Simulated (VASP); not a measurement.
# AlW3 (P4/mmm) in VASP: single point with PBE

Aim: the single point of AlW3 with PBE.

Program: VASP 6.6.1. These are calculated values, not measurements. Logs are shortened: lines on timing, memory, paths and dates and some standing lists are left out, and cuts for length are marked.

## (1) The cell of the first run

It takes space group P4/mmm (No. 123, tetragonal). Conventional cell: a = 4.039 Å, b = 4.039 Å, c = 3.921 Å, α = 90.00°, β = 90.00°, γ = 90.00°. Within 3.7 Å of Al (site symmetry 4/mmm) lie 12 W at 2.81 to 2.86 Å. Within 3.7 Å of W (site symmetry 4/mmm) lie 8 W at 2.81 Å and 4 Al at 2.86 Å. Within 3.7 Å of W (site symmetry mmm) lie 4 Al at 2.81 Å and 8 W at 2.81 to 2.86 Å.

## (2) Single point, PBE

Input file INCAR:

```
PREC = Accurate ; ENCUT = 520
EDIFF = 1E-6 ; ISMEAR = 0
SIGMA = 0.1 ; LREAL = F
LASPH = T ; NELM = 60
ALGO = Fast ; ISIF = 2
LWAVE = F ; LCHARG = T
GGA = PE ; LELF = T
LVHAR = T ; NBANDS = 30
```

Input file KPOINTS:

```
regular mesh
0
Gamma
  4 4 4
```

Input file POSCAR:

```
AlW3
1.0
    4.0391683900      0.0000000000      0.0000000000
    0.0000000000      4.0391683900      0.0000000000
    0.0000000000      0.0000000000      3.9206775800
Al W
1 3
Direct
    0.0000000000      0.0000000000      0.0000000000
    0.5000000000      0.5000000000      0.0000000000
    0.5000000000      0.0000000000      0.5000000000
    0.0000000000      0.5000000000      0.5000000000
```

Potentials or basis: VASP PAW PBE potentials, release 64 (Al, W_sv).

Launch:

```bash
$ cat potpaw_PBE.64/Al/POTCAR potpaw_PBE.64/W_sv/POTCAR > POTCAR
$ mpirun -np 1 vasp_std > vasp.out
```

OUTCAR:

```text
PREC = Accurate
   ENCUT = 520
   EDIFF = 1E-6
   ISMEAR = 0
   LREAL = F
   LASPH = T
   NELM = 60
   ISIF = 2
   GGA = PE

 ion  position               nearest neighbor table
   1  0.000  0.000  0.000-   3 2.81   4 2.81   3 2.81   4 2.81   4 2.81   4 2.81   3 2.81   3 2.81
                             2 2.86   2 2.86   2 2.86   2 2.86
   2  0.500  0.500  0.000-   3 2.81   4 2.81   3 2.81   4 2.81   3 2.81   3 2.81   4 2.81   4 2.81
                             1 2.86   1 2.86   1 2.86   1 2.86
   3  0.500  0.000  0.500-   1 2.81   2 2.81   1 2.81   2 2.81   2 2.81   2 2.81   1 2.81   1 2.81
                             4 2.86   4 2.86   4 2.86   4 2.86
   4  0.000  0.500  0.500-   1 2.81   2 2.81   1 2.81   2 2.81   1 2.81   1 2.81   2 2.81   2 2.81
                             3 2.86   3 2.86   3 2.86   3 2.86

  LATTYP: Found a simple tetragonal cell.
 ALAT       =     4.0391683900
 C/A-ratio  =     0.9706645531

  Lattice vectors:

 A1 = (   4.0391683900,   0.0000000000,   0.0000000000)
 A2 = (   0.0000000000,   4.0391683900,   0.0000000000)
 A3 = (   0.0000000000,   0.0000000000,   3.9206775800)

Analysis of symmetry for initial positions (statically):
=====================================================================
 Subroutine PRICEL returns:
 Original cell was already a primitive cell.

 Routine SETGRP: Setting up the symmetry group for a
 simple tetragonal supercell.

 Subroutine GETGRP returns: Found 16 space group operations
 (whereof 16 operations were pure point group operations)
 out of a pool of 16 trial point group operations.

The static configuration has the point symmetry D_4h.

Analysis of symmetry for dynamics (positions and initial velocities):
=====================================================================
 Subroutine PRICEL returns:
 Original cell was already a primitive cell.

 Routine SETGRP: Setting up the symmetry group for a
 simple tetragonal supercell.

 Subroutine GETGRP returns: Found 16 space group operations
 (whereof 16 operations were pure point group operations)
 out of a pool of 16 trial point group operations.

The dynamic configuration has the point symmetry D_4h.

 Subroutine INISYM returns: Found 16 space group operations
 (whereof 16 operations are pure point group operations),
 and found     1 'primitive' translations

----------------------------------------------------------------------------------------

                                     Primitive cell

  volume of cell :      63.9654

  direct lattice vectors                    reciprocal lattice vectors
     4.039168390  0.000000000  0.000000000     0.247575714  0.000000000  0.000000000
     0.000000000  4.039168390  0.000000000     0.000000000  0.247575714  0.000000000
     0.000000000  0.000000000  3.920677580     0.000000000  0.000000000  0.255057954

  length of vectors
     4.039168390  4.039168390  3.920677580     0.247575714  0.247575714  0.255057954

  position of ions in fractional coordinates (direct lattice)
     0.000000000  0.000000000  0.000000000
     0.500000000  0.500000000  0.000000000
     0.500000000  0.000000000  0.500000000
     0.000000000  0.500000000  0.500000000

  ion indices of the primitive-cell ions
   primitive index   ion index
                 1           1
                 2           2
                 3           3
                 4           4

----------------------------------------------------------------------------------------

 KPOINTS: regular mesh

Automatic generation of k-mesh.
 Grid dimensions read from file:
 generate k-points for:    4    4    4

 Generating k-lattice:

  Cartesian coordinates                     Fractional coordinates (reciprocal lattice)
     0.061893929  0.000000000  0.000000000     0.250000000  0.000000000  0.000000000
     0.000000000  0.061893929  0.000000000     0.000000000  0.250000000  0.000000000
     0.000000000  0.000000000  0.063764488     0.000000000  0.000000000  0.250000000

  Length of vectors
     0.061893929  0.061893929  0.063764488

  Shift w.r.t. Gamma in fractional coordinates (k-lattice)
     0.000000000  0.000000000  0.000000000

 Subroutine IBZKPT returns following result:
 ===========================================

 Found     18 irreducible k-points:

 Following reciprocal coordinates:
            Coordinates               Weight
  0.000000  0.000000  0.000000      1.000000
  0.250000  0.000000  0.000000      4.000000
  0.500000  0.000000  0.000000      2.000000
  0.250000  0.250000  0.000000      4.000000
  0.500000  0.250000  0.000000      4.000000
  0.500000  0.500000  0.000000      1.000000
[... 10 lines left out ...]
  0.500000  0.250000  0.500000      4.000000
  0.500000  0.500000  0.500000      1.000000
   k-points           NKPTS =     18   k-points in BZ     NKDIM =     18   number of bands    NBANDS=     30
   number of dos      NEDOS =    301   number of ions     NIONS =      4
   total plane-waves  NPLWV =  27000
   dimension x,y,z NGX =    30 NGY =   30 NGZ =   30
   dimension x,y,z NGXF=    60 NGYF=   60 NGZF=   60
   ions per type =               1   3
   NGX,Y,Z   is equivalent  to a cutoff of  12.35, 12.35, 12.72 a.u.
   NGXF,Y,Z  is equivalent  to a cutoff of  24.70, 24.70, 25.44 a.u.
 SYSTEM =  unknown system
   PREC   = accura    normal or accurate (medium, high low for compatibility)
   ISTART =      0    job   : 0-new  1-cont  2-samecut
   ICHARG =      2    charge: 1-file 2-atom 10-const
   ISPIN  =      1    spin polarized calculation?
   LNONCOLLINEAR =      F non collinear calculations
   LSORBIT =      F    spin-orbit coupling
   LASPH  =      T    aspherical Exc in radial PAW
   ENCUT  =  520.0 eV  38.22 Ry    6.18 a.u.   7.51  7.51  7.29*2*pi/ulx,y,z
   NELM   =     60;   NELMIN=  2; NELMDL= -5     # of ELM steps
   EDIFF  = 0.1E-05   stopping-criterion for ELM
   LREAL  =      F    real-space projection
   EDIFFG = 0.1E-04   stopping-criterion for IOM
   NSW    =      0    number of steps for IOM
   IBRION =     -1    ionic relax: 0-MD 1-quasi-New 2-CG
   NFREE  =      0    steps in history (QN), initial steepest desc. (CG)
   ISIF   =      2    stress and relaxation
   ISYM   =      2    0-nonsym 1-usesym 2-fastsym
   POTIM  = 0.5000    time-step for ionic-motion
   TEBEG  =    0.0;   TEEND  =   0.0 temperature during run
   PSTRESS=    0.0 pullay stress
   NELECT =      45.0000    total number of electrons
   NUPDOWN=      -1.0000    fix difference up-down
   EMIN   =  10.00;   EMAX   =-10.00  energy-range for DOS
   EFERMI =   0.00;   METHOD = LEGACY
   ISMEAR =     0;   SIGMA  =   0.10  broadening in eV -4-tet -1-fermi 0-gaus
   EFERMI_NEDOS =   21; number of points for ismear=-14 and -15
   IALGO  =     68    algorithm
   IMIX   =      4    mixing-type and parameters
     AMIX     =   0.40;   BMIX     =  1.00
     AMIX_MAG =   1.60;   BMIX_MAG =  1.00
  volume/ion in A,a.u.               =      15.99       107.91
  Fermi-wavevector in a.u.,A,eV,Ry     =   1.456009  2.751458 28.843827  2.119961
  Thomas-Fermi vector in A             =   2.572977
   LORBIT       =      0    0 simple, 1 ext, 2 COOP (PROOUT), +10 PAW based schemes
   GGA     = PE    functional components
   LHFCALC =     F    Hartree Fock is set to
   AEXX    =    0.0000 exact exchange contribution
   IVDW    =     0    specifies the selected vdW correction
   LEPSILON=     F    determine dielectric tensor
   LRPA    =     F    only Hartree local field effects (RPA)
 non-spin polarized calculation
 RMM-DIIS sequential band-by-band and
 Gauss-broadening in eV      SIGMA  =   0.10
  energy-cutoff  :      520.00
  volume of cell :       63.97
 maximum number of plane-waves:      1748
   NGX = 15   NGY = 15   NGZ = 15

 number of electron      45.0000001 magnetization

 Free energy of the ion-electron system (eV)
  ---------------------------------------------------
  ext. energy  EPLUGINS =         0.00000000
  ---------------------------------------------------
  free energy    TOTEN  =       -41.95675118 eV

  energy without entropy =      -41.94922464  energy(sigma->0) =      -41.95298791

 E-fermi :  10.3814     XC(G=0): -12.7843

 val. band max:       10.2267076076   @ k =   0.0000   0.0000   0.2500
 cond. band min:      10.4011866641   @ k =   0.2500   0.0000   0.5000
 fundamental gap:      0.1744790564
 Fermi energy:        10.3814045095

 k-point     1 :       0.0000    0.0000    0.0000
  band No.  band energies     occupation
      1     -63.6572      2.00000
      2     -63.5455      2.00000
      3     -63.5323      2.00000
      4     -28.2351      2.00000
      5     -28.2303      2.00000
      6     -28.2303      2.00000
[... 22 lines left out ...]
     29      15.7770      0.00000
     30      16.1250      0.00000

 k-point     2 :       0.2500    0.0000    0.0000
  band No.  band energies     occupation
      1     -63.6426      2.00000
      2     -63.5577      2.00000
      3     -63.5346      2.00000
      4     -28.1737      2.00000
      5     -28.1710      2.00000
      6     -28.1239      2.00000
[... 22 lines left out ...]
     29      15.2049      0.00000
     30      15.6402      0.00000

 k-point     3 :       0.5000    0.0000    0.0000
  band No.  band energies     occupation
      1     -63.6194      2.00000
      2     -63.5802      2.00000
      3     -63.5353      2.00000
      4     -28.0994      2.00000
      5     -28.0829      2.00000
      6     -27.9036      2.00000
[... 22 lines left out ...]
     29      14.5912      0.00000
     30      16.1054      0.00000

 k-point     4 :       0.2500    0.2500    0.0000
  band No.  band energies     occupation
      1     -63.6294      2.00000
      2     -63.5627      2.00000
      3     -63.5426      2.00000
      4     -28.1876      2.00000
      5     -28.1024      2.00000
      6     -27.9987      2.00000
[... 418 lines left out ...]
     29      14.6734      0.00000
     30      15.0907      0.00000

 k-point    17 :       0.5000    0.2500    0.5000
  band No.  band energies     occupation
      1     -63.5797      2.00000
      2     -63.5797      2.00000
      3     -63.5742      2.00000
      4     -28.3473      2.00000
      5     -28.2105      2.00000
      6     -28.0999      2.00000
[... 22 lines left out ...]
     29      13.9991      0.00000
     30      15.5500      0.00000

 k-point    18 :       0.5000    0.5000    0.5000
  band No.  band energies     occupation
      1     -63.5796      2.00000
      2     -63.5796      2.00000
      3     -63.5741      2.00000
      4     -28.4739      2.00000
      5     -28.2091      2.00000
      6     -28.2091      2.00000
[... 22 lines left out ...]
     29      15.1499      0.00000
     30      15.1584      0.00000

------------------------ aborting loop because EDIFF is reached ----------------------------------------

  FORCE on cell =-STRESS in cart. coord.  units (eV):
  Direction    XX          YY          ZZ          XY          YZ          ZX
  --------------------------------------------------------------------------------------
  -------------------------------------------------------------------------------------
  Total       -1.0587301     -1.0587301     -0.8681983      0.0000000     -0.0000000      0.0000000
  in kB      -26.5186127    -26.5186127    -21.7462535      0.0000000     -0.0000000      0.0000000
  external PRESSURE =     -24.9278263 kB  Pullay stress =       0.0000000 kB

 VOLUME and BASIS-vectors are now :
 -----------------------------------------------------------------------------
  energy-cutoff  :      520.00
  volume of cell :       63.97
      direct lattice vectors                 reciprocal lattice vectors
     4.039168390  0.000000000  0.000000000     0.247575714  0.000000000  0.000000000
     0.000000000  4.039168390  0.000000000     0.000000000  0.247575714  0.000000000
     0.000000000  0.000000000  3.920677580     0.000000000  0.000000000  0.255057954

 POSITION                                       TOTAL-FORCE (eV/Angst)
 -----------------------------------------------------------------------------------
      0.00000      0.00000      0.00000         0.000000      0.000000      0.000000
      2.01958      2.01958      0.00000         0.000000      0.000000      0.000000
      2.01958      0.00000      1.96034         0.000000      0.000000      0.000000
      0.00000      2.01958      1.96034         0.000000      0.000000      0.000000
 -----------------------------------------------------------------------------------
    total drift:                                0.000000      0.000000     -0.000000

  FREE ENERGIE OF THE ION-ELECTRON SYSTEM (eV)
  ---------------------------------------------------
  free  energy   TOTEN  =       -41.9567511774 eV

  energy  without entropy=      -41.9492246393  energy(sigma->0) =      -41.95298791
```

Wall time 87 s (1 thread of AMD EPYC 7R13, shared host); peak memory 0.15 GiB.

What came out:

* Free energy: -41.9568 eV
* Pressure: -2.5 GPa

Caveat: the k points lie up to 0.40 Å⁻¹ apart; spin-orbit coupling is left out, which moves the levels of the heavy elements.
